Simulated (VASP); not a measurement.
Sb, 1 atom in the cell. The structure is cubic, space group Pm-3m (No. 221). The conventional cell has a = 3.083 Å, b = 3.083 Å, c = 3.083 Å, α = 90.00°, β = 90.00°, γ = 90.00°. Within 4.1 Å of Sb (site symmetry m-3m) lie 6 Sb at 3.08 Å. 

| Quantity | Value |
| --- | --- |
| Program | VASP 6.6.1 |
| Task | relaxation of cell and atoms |
| Functional | r2SCAN |
| Potentials or basis | VASP PAW PBE potentials, release 64 (Sb) |
| Cutoff | 600 eV |
| k mesh | 18 × 18 × 18 |
| Occupations | gaussian, width 0.1 eV |
| Spin | no spin polarisation |
| Dipole correction | no |
| Further INCAR settings | ALGO = Normal; EDIFF = 1e-06; IBRION = 2; EDIFFG = -0.002; NSW = 100; ISIF = 3 |

Potentials or basis: VASP PAW PBE potentials, release 64 (Sb).

Run with:

```console
$ cat potpaw_PBE.64/Sb/POTCAR > POTCAR
$ cp INCAR.step1 INCAR
$ mpirun -np 1 vasp_std > vasp.out
$ cp INCAR.step2 INCAR
$ mpirun -np 1 vasp_std > vasp.out
```

Hardware: 1 thread of Intel(R) Xeon(R) Platinum 8488C (Sapphire Rapids), on a shared host.

Question: How long does it take, and how much memory?

Answer: Wall time 3.3 min on 1 thread of Intel(R) Xeon(R) Platinum 8488C (Sapphire Rapids) (shared host), peak memory 0.21 GiB. Counts: k points 220, ion steps 3.
